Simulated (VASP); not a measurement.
A run of VASP 6.6.1:

Contents of INCAR:

```
PREC = Accurate
ENCUT = 520
EDIFF = 1E-7
ISMEAR = 0
SIGMA = 0.1
LREAL = F
LASPH = T
NELM = 60
ALGO = Normal
ISIF = 2
LWAVE = F
LCHARG = F
GGA = PE
NBANDS = 21
```

Contents of KPOINTS:

```
regular mesh
0
Gamma
  6 6 4
```

Contents of POSCAR:

```
Si3Ge
1.0
    3.5797151400      0.0000000000      0.0000000000
    0.0000000000      3.5797151400      0.0000000000
    0.0000000000      0.0000000000      5.0624817100
Si Ge
3 1
Direct
    0.5000000000      0.5000000000      0.0000000000
    0.0000000000      0.5000000000      0.7500000000
    0.5000000000      0.0000000000      0.2500000000
    0.0000000000      0.0000000000      0.5000000000
```

Potentials or basis: VASP PAW PBE potentials, release 64 (Si, Ge_d).

Command:

```console
$ cat potpaw_PBE.64/Si/POTCAR potpaw_PBE.64/Ge_d/POTCAR > POTCAR
$ mpirun -np 1 vasp_std > vasp.out
```

Hardware: 1 thread of Intel(R) Xeon(R) Platinum 8375C CPU @ 2.90GHz (Ice Lake) (shared host).

**Question.** How long does it take, and how much memory?

**Answer.** Run time: 43 s on 1 thread of Intel(R) Xeon(R) Platinum 8375C CPU @ 2.90GHz (Ice Lake), on a shared host, peak memory 0.19 GiB. Counts: scf iterations 14, k points 30.
